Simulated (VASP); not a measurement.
# Cd (Pm-3m) in VASP: notebook

Cd is run at these levels: r2SCAN; tasks: single point.

All numbers are computed with VASP 6.6.1; they aren't measurements. Logs are shortened: lines on timing, memory, paths and dates and some standing lists are left out, and cuts for length are marked.

### Step 1. The cell of the first run

It takes space group Pm-3m (No. 221, cubic). The conventional cell has a = 2.941 Å, b = 2.941 Å, c = 2.941 Å, α = 90.00°, β = 90.00°, γ = 90.00°. Cd (site symmetry m-3m) has 6 Cd at 2.94 Å within 3.9 Å.

This isn't the form of Cd at room conditions, which is hcp.

### Step 2. Single point, r2SCAN

Input file POSCAR:

```
Cd
1.0
    2.9406369548      0.0000000000      0.0000000000
    0.0000000000      2.9406369548      0.0000000000
    0.0000000000      0.0000000000      2.9406369548
Cd
1
Direct
    0.0000000000      0.0000000000      0.0000000000
```

Input file INCAR.step1:

```
SYSTEM = Cd
ALGO     = Normal         ! electronic algorithm
EDIFF    = 1E-5           ! SCF threshold, eV
ENCUT    = 550            ! plane-wave cutoff, eV
GGA      = PE             ! functional
GGA_COMPAT= .FALSE.      
ISMEAR   = -1             ! smearing method
LASPH    = .TRUE.         ! aspherical terms in the spheres
LCHARG   = .FALSE.        ! write CHGCAR
LREAL    = .FALSE.        ! projectors in reciprocal space
LWAVE    = .TRUE.         ! write WAVECAR
NBANDS   = 12             ! bands
NELM     = 120            ! most SCF steps
PREC     = Accurate       ! precision mode
SIGMA    = 0.1            ! smearing width, eV
```

Input file INCAR.step2:

```
SYSTEM = Cd
ALGO     = Normal         ! electronic algorithm
EDIFF    = 1E-6           ! SCF threshold, eV
ENCUT    = 550            ! plane-wave cutoff, eV
GGA_COMPAT= .FALSE.      
ISIF     = 2              ! what is computed and relaxed
ISMEAR   = -1             ! smearing method
ISTART   = 1            
LASPH    = .TRUE.         ! aspherical terms in the spheres
LCHARG   = .FALSE.        ! write CHGCAR
LMIXTAU  = .TRUE.       
LREAL    = .FALSE.        ! projectors in reciprocal space
LWAVE    = .FALSE.        ! write WAVECAR
METAGGA  = R2SCAN         ! meta-GGA
NBANDS   = 12             ! bands
NELM     = 120            ! most SCF steps
PREC     = Accurate       ! precision mode
SIGMA    = 0.1            ! smearing width, eV
```

Input file KPOINTS:

```
k-points
0
G
  11 11 11
  0 0 0
```

Potentials or basis: VASP PAW PBE potentials, release 64 (Cd).

The run is started by

```console
cat potpaw_PBE.64/Cd/POTCAR > POTCAR
cp INCAR.step1 INCAR
mpirun -np 1 vasp_std > vasp.out
cp INCAR.step2 INCAR
mpirun -np 1 vasp_std > vasp.out
```

OUTCAR:

```text
SYSTEM = Cd
   EDIFF = 1E-6
   ENCUT = 550
   ISIF = 2
   ISMEAR = -1
   ISTART = 1
   LASPH = .TRUE.
   LREAL = .FALSE.
   METAGGA = R2SCAN
   NELM = 120
   PREC = Accurate

 ion  position               nearest neighbor table
   1  0.000  0.000  0.000-

  LATTYP: Found a simple cubic cell.
 ALAT       =     2.9406369548

  Lattice vectors:

 A1 = (   2.9406369548,   0.0000000000,   0.0000000000)
 A2 = (   0.0000000000,   2.9406369548,   0.0000000000)
 A3 = (   0.0000000000,   0.0000000000,   2.9406369548)

Analysis of symmetry for initial positions (statically):
=====================================================================
 Subroutine PRICEL returns:
 Original cell was already a primitive cell.

 Routine SETGRP: Setting up the symmetry group for a
 simple cubic supercell.

 Subroutine GETGRP returns: Found 48 space group operations
 (whereof 48 operations were pure point group operations)
 out of a pool of 48 trial point group operations.

The static configuration has the point symmetry O_h .

Analysis of symmetry for dynamics (positions and initial velocities):
=====================================================================
 Subroutine PRICEL returns:
 Original cell was already a primitive cell.

 Routine SETGRP: Setting up the symmetry group for a
 simple cubic supercell.

 Subroutine GETGRP returns: Found 48 space group operations
 (whereof 48 operations were pure point group operations)
 out of a pool of 48 trial point group operations.

The dynamic configuration has the point symmetry O_h .

 Subroutine INISYM returns: Found 48 space group operations
 (whereof 48 operations are pure point group operations),
 and found     1 'primitive' translations

----------------------------------------------------------------------------------------

                                     Primitive cell

  volume of cell :      25.4287

  direct lattice vectors                    reciprocal lattice vectors
     2.940636955  0.000000000  0.000000000     0.340062379  0.000000000  0.000000000
     0.000000000  2.940636955  0.000000000     0.000000000  0.340062379  0.000000000
     0.000000000  0.000000000  2.940636955     0.000000000  0.000000000  0.340062379

  length of vectors
     2.940636955  2.940636955  2.940636955     0.340062379  0.340062379  0.340062379

  position of ions in fractional coordinates (direct lattice)
     0.000000000  0.000000000  0.000000000

  ion indices of the primitive-cell ions
   primitive index   ion index
                 1           1

----------------------------------------------------------------------------------------

 KPOINTS: k-points

Automatic generation of k-mesh.
 Grid dimensions read from file:
 generate k-points for:   11   11   11

 Generating k-lattice:

  Cartesian coordinates                     Fractional coordinates (reciprocal lattice)
     0.030914762  0.000000000  0.000000000     0.090909091  0.000000000  0.000000000
     0.000000000  0.030914762  0.000000000     0.000000000  0.090909091  0.000000000
     0.000000000  0.000000000  0.030914762     0.000000000  0.000000000  0.090909091

  Length of vectors
     0.030914762  0.030914762  0.030914762

  Shift w.r.t. Gamma in fractional coordinates (k-lattice)
     0.000000000  0.000000000  0.000000000

 Subroutine IBZKPT returns following result:
 ===========================================

 Found     56 irreducible k-points:

 Following reciprocal coordinates:
            Coordinates               Weight
  0.000000  0.000000  0.000000      1.000000
  0.090909  0.000000  0.000000      6.000000
  0.181818  0.000000  0.000000      6.000000
  0.272727  0.000000  0.000000      6.000000
  0.363636  0.000000  0.000000      6.000000
  0.454545  0.000000  0.000000      6.000000
[... 16 lines left out ...]
  0.181818  0.090909  0.090909     24.000000
  0.272727  0.090909  0.090909     24.000000
 [... further k-points ...]
   k-points           NKPTS =     56   k-points in BZ     NKDIM =     56   number of bands    NBANDS=     12
   number of dos      NEDOS =    301   number of ions     NIONS =      1
   total plane-waves  NPLWV =  13824
   dimension x,y,z NGX =    24 NGY =   24 NGZ =   24
   dimension x,y,z NGXF=    48 NGYF=   48 NGZF=   48
   ions per type =               1
   NGX,Y,Z   is equivalent  to a cutoff of  13.57, 13.57, 13.57 a.u.
   NGXF,Y,Z  is equivalent  to a cutoff of  27.14, 27.14, 27.14 a.u.
 SYSTEM =  Cd
   PREC   = accura    normal or accurate (medium, high low for compatibility)
   ISTART =      1    job   : 0-new  1-cont  2-samecut
   ICHARG =      0    charge: 1-file 2-atom 10-const
   ISPIN  =      1    spin polarized calculation?
   LNONCOLLINEAR =      F non collinear calculations
   LSORBIT =      F    spin-orbit coupling
   LASPH  =      T    aspherical Exc in radial PAW
   ENCUT  =  550.0 eV  40.42 Ry    6.36 a.u.   5.62  5.62  5.62*2*pi/ulx,y,z
   NELM   =    120;   NELMIN=  2; NELMDL=  0     # of ELM steps
   EDIFF  = 0.1E-05   stopping-criterion for ELM
   LREAL  =      F    real-space projection
   EDIFFG = 0.1E-04   stopping-criterion for IOM
   NSW    =      0    number of steps for IOM
   IBRION =     -1    ionic relax: 0-MD 1-quasi-New 2-CG
   NFREE  =      0    steps in history (QN), initial steepest desc. (CG)
   ISIF   =      2    stress and relaxation
   ISYM   =      2    0-nonsym 1-usesym 2-fastsym
   POTIM  = 0.5000    time-step for ionic-motion
   TEBEG  =    0.0;   TEEND  =   0.0 temperature during run
   PSTRESS=    0.0 pullay stress
   NELECT =      12.0000    total number of electrons
   NUPDOWN=      -1.0000    fix difference up-down
   EMIN   =  10.00;   EMAX   =-10.00  energy-range for DOS
   EFERMI =   0.00;   METHOD = LEGACY
   ISMEAR =    -1;   SIGMA  =   0.10  broadening in eV -4-tet -1-fermi 0-gaus
   EFERMI_NEDOS =   21; number of points for ismear=-14 and -15
   IALGO  =     38    algorithm
   IMIX   =      4    mixing-type and parameters
     AMIX     =   0.40;   BMIX     =  1.00
     AMIX_MAG =   1.60;   BMIX_MAG =  1.00
  volume/ion in A,a.u.               =      25.43       171.60
  Fermi-wavevector in a.u.,A,eV,Ry     =   1.274561  2.408570 22.102730  1.624505
  Thomas-Fermi vector in A             =   2.407322
   LORBIT       =      0    0 simple, 1 ext, 2 COOP (PROOUT), +10 PAW based schemes
   METAGGA = R2SCAN    functional components
   LHFCALC =     F    Hartree Fock is set to
   AEXX    =    0.0000 exact exchange contribution
   IVDW    =     0    specifies the selected vdW correction
   LEPSILON=     F    determine dielectric tensor
   LRPA    =     F    only Hartree local field effects (RPA)
 non-spin polarized calculation
  energy-cutoff  :      550.00
  volume of cell :       25.43
 maximum number of plane-waves:       756
 NGX is ok and might be reduce to    24
   NGX = 11   NGY = 11   NGZ = 11

 number of electron      12.0000000 magnetization

 Free energy of the ion-electron system (eV)
  ---------------------------------------------------
  ext. energy  EPLUGINS =         0.00000000
  ---------------------------------------------------
  free energy    TOTEN  =       -19.94737105 eV

  energy without entropy =      -19.93322961  energy(sigma->0) =      -19.94030033

 E-fermi :   1.7689     XC(G=0): -10.7458

 val. band max:        1.6793965170   @ k =   0.4545   0.2727   0.0000
 cond. band min:       1.8602269752   @ k =   0.4545   0.2727   0.0909
 fundamental gap:      0.1808304582
 Fermi energy:         1.7689084338

 k-point     1 :       0.0000    0.0000    0.0000
  band No.  band energies     occupation
      1      -8.4003      2.00000
      2      -8.4003      2.00000
      3      -6.8905      2.00000
      4      -6.8905      2.00000
      5      -6.8905      2.00000
      6      -6.3114      2.00000
      7      12.2426      0.00000
      8      12.2426      0.00000
      9      12.2426      0.00000
     10      15.8345      0.00000
     11      15.8345      0.00000
     12      17.1297      0.00000

 k-point     2 :       0.0909    0.0000    0.0000
  band No.  band energies     occupation
      1      -8.3902      2.00000
      2      -8.3300      2.00000
      3      -6.9276      2.00000
      4      -6.9276      2.00000
      5      -6.8873      2.00000
      6      -6.1462      2.00000
      7      10.4335      0.00000
      8      12.4500      0.00000
      9      12.4500      0.00000
     10      15.8955      0.00000
     11      16.5645      0.00000
     12      18.4964      0.00000

 k-point     3 :       0.1818    0.0000    0.0000
  band No.  band energies     occupation
      1      -8.3631      2.00000
      2      -8.1557      2.00000
      3      -7.0259      2.00000
      4      -7.0259      2.00000
      5      -6.8789      2.00000
      6      -5.6286      2.00000
      7       7.6680      0.00000
      8      13.0521      0.00000
      9      13.0521      0.00000
     10      16.0788      0.00000
     11      16.8692      0.00000
     12      21.7994      0.00000
[... 286 lines left out ...]
 k-point    23 :       0.1818    0.0909    0.0909
  band No.  band energies     occupation
      1      -8.2490      2.00000
      2      -8.0850      2.00000
      3      -7.0955      2.00000
      4      -7.0621      2.00000
      5      -6.9545      2.00000
      6      -5.2873      2.00000
      7       7.9910      0.00000
      8      11.1970      0.00000
      9      11.4846      0.00000
     10      18.2535      0.00000
     11      18.9679      0.00000
     12      21.7517      0.00000

 k-point    24 :       0.2727    0.0909    0.0909
  band No.  band energies     occupation
      1      -8.2136      2.00000
      2      -7.8613      2.00000
      3      -7.2320      2.00000
      4      -7.1935      2.00000
      5      -6.9414      2.00000
      6      -4.3932      2.00000
      7       5.2977      0.00000
      8      12.0356      0.00000
      9      12.3103      0.00000
     10      18.3429      0.00000
     11      19.0479      0.00000
     12      21.0472      0.00000

 [... further k-points ...]

------------------------ aborting loop because EDIFF is reached ----------------------------------------

  FORCE on cell =-STRESS in cart. coord.  units (eV):
  Direction    XX          YY          ZZ          XY          YZ          ZX
  --------------------------------------------------------------------------------------
  -------------------------------------------------------------------------------------
  Total        0.0433636      0.0433636      0.0433636      0.0000000     -0.0000000      0.0000000
  in kB        2.7321937      2.7321937      2.7321937      0.0000000     -0.0000000      0.0000000
  external PRESSURE =       2.7321937 kB  Pullay stress =       0.0000000 kB

 VOLUME and BASIS-vectors are now :
 -----------------------------------------------------------------------------
  energy-cutoff  :      550.00
  volume of cell :       25.43
      direct lattice vectors                 reciprocal lattice vectors
     2.940636955  0.000000000  0.000000000     0.340062379  0.000000000  0.000000000
     0.000000000  2.940636955  0.000000000     0.000000000  0.340062379  0.000000000
     0.000000000  0.000000000  2.940636955     0.000000000  0.000000000  0.340062379

 POSITION                                       TOTAL-FORCE (eV/Angst)
 -----------------------------------------------------------------------------------
      0.00000      0.00000      0.00000         0.000000      0.000000      0.000000
 -----------------------------------------------------------------------------------
    total drift:                                0.000000     -0.000000      0.000000

  FREE ENERGIE OF THE ION-ELECTRON SYSTEM (eV)
  ---------------------------------------------------
  free  energy   TOTEN  =       -19.9473710497 eV

  energy  without entropy=      -19.9332296129  energy(sigma->0) =      -19.94030033
```

Wall time 16 s (1 thread of Intel Xeon 6975P-C (Granite Rapids), shared host); peak memory 0.15 GiB.

What came out:

| Property | Result |
| --- | --- |
| Free energy | -19.9474 eV |
| Pressure | 0.3 GPa |
| Band gap on the k mesh | zero (bands 6 and 7 overlap by 5.22 eV) |

Levels at points of the mesh, in eV from the Fermi level:
```
           k point  band 4  band 5  band 6  band 7  band 8  band 9
(0.00, 0.00, 0.00)   -8.66   -8.66   -8.08   10.47   10.47   10.47
```

Caveat: the PAW data sets were made with another functional, which shifts forces and pressure a little.

[end of part 1 of 2]
